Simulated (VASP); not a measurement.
# Hf: relaxation of cell and atoms with r2SCAN

Crystal: Hf.

```
CELL_PARAMETERS angstrom
-1.80500 1.80500 1.80500
1.80500 -1.80500 1.80500
1.80500 1.80500 -1.80500
ATOMIC_POSITIONS crystal
Hf 0.00000 0.00000 0.00000
```

This isn't the form of Hf at room conditions, which is hcp.

* Program: VASP 6.6.1
* Task: relaxation of cell and atoms
* Functional: r2SCAN
* Potentials or basis: VASP PAW PBE potentials, release 64 (Hf_pv)
* Cutoff: 600 eV
* k mesh: 16 × 16 × 16
* Occupations: gaussian, width 0.1 eV
* Spin: no spin polarisation
* Dipole correction: no
* Further INCAR settings: ALGO = Normal; EDIFF = 1e-06; IBRION = 2; EDIFFG = -0.005; NSW = 100; ISIF = 3

The relaxed volume is 22.06 Å³/atom and the relaxed cell is a = 3.060 Å, b = 3.060 Å, c = 3.060 Å, α = 109.47°, β = 109.47°, γ = 109.47°. The space group after relaxing (to 0.1 Å) is Im-3m (No. 229) and the energy gained by relaxing is 28.2 meV/atom. The ionic steps are 5 and the pressure after relaxing is 0.0 GPa. The band gap on the k mesh is zero (bands 5 and 6 overlap by 2.53 eV).

Step by step:
```
step  energy change (eV)  largest force (eV/Å)  pressure (GPa)  volume (Å³)
   1              0.0000                0.0000           -5.94        23.52
   2              0.0018                0.0000            7.32        20.68
   3             -0.0282                0.0000           -0.09        22.07
   4             -0.0282                0.0000            0.05        22.05
   5             -0.0282                0.0000           -0.02        22.06
```

Final structure:
```
Hf
1.0
    -1.76690    1.76690    1.76690
     1.76690   -1.76690    1.76690
     1.76690    1.76690   -1.76690
Hf
1
Cartesian
  0.0000 0.0000 0.0000
```

Levels at points of the mesh, in eV from the Fermi level:
```
           k point  band 3  band 4  band 5  band 6  band 7  band 8
(0.00, 0.00, 0.00)  -30.91   -7.43    1.79    1.79    1.79    4.65
(0.50, 0.00, 0.00)  -30.92   -3.51   -0.40    0.92    4.54    5.55
(0.50, 0.50, 0.50)  -31.52   -2.76   -2.76    7.21    7.21    7.21
```

Wall time 15 min on 1 thread of Intel Xeon 8259CL (shared host), peak memory 0.21 GiB.

Caveat: the PAW data sets were made with another functional, which shifts forces and pressure a little; spin-orbit coupling is left out, which moves the levels of the heavy elements.
